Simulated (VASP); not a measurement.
**W3C: single point with PBE**

System: W3C, a slab with vacuum.

```
W C
1.0
     2.85459    0.00000    0.00000
    -1.42730    2.47215    0.00000
     0.00000    0.00000   20.19711
W C
3 1
Direct
  0.66667 0.33333 0.19805
  0.33333 0.66667 0.31433
  0.00000 0.00000 0.43061
  0.66667 0.33333 0.48515
```

| Property | Result |
| --- | --- |
| Program | VASP 6.6.1 |
| Task | single point |
| Functional | PBE |
| Potentials or basis | VASP PAW PBE potentials, release 64 (W_sv, C_h) |
| Cutoff | 1000 eV |
| k mesh | 9 × 9 × 1 |
| Occupations | gaussian, width 0.1 eV |
| Spin | no spin polarisation |
| Dipole correction | yes |
| Further INCAR settings | ALGO = Normal; EDIFF = 1e-06; NBANDS = 31; NELMDL = -8 |

| Property | Result |
| --- | --- |
| Largest force | 0.612 eV/Å |
| Band gap on the k mesh | zero (bands 23 and 24 overlap by 1.06 eV) |

Forces in eV/Å, atoms in the order of the input:
```
W    0.000  0.000 -0.180
W    0.000  0.000 -0.521
W    0.000  0.000  0.612
C    0.000  0.000  0.088
```

Levels at points of the mesh, in eV from the Fermi level:
```
           k point  band 20  band 21  band 22  band 23  band 24  band 25  band 26  band 27
(0.00, 0.00, 0.00)    -1.17    -0.50    -0.50    -0.04    -0.04     0.20     1.64     1.64
```

It took 11 min on 1 thread of Intel(R) Xeon(R) Platinum 8488C (Sapphire Rapids) (shared host), peak memory 0.46 GiB.

Caveat: spin-orbit coupling is left out, which moves the levels of the heavy elements.
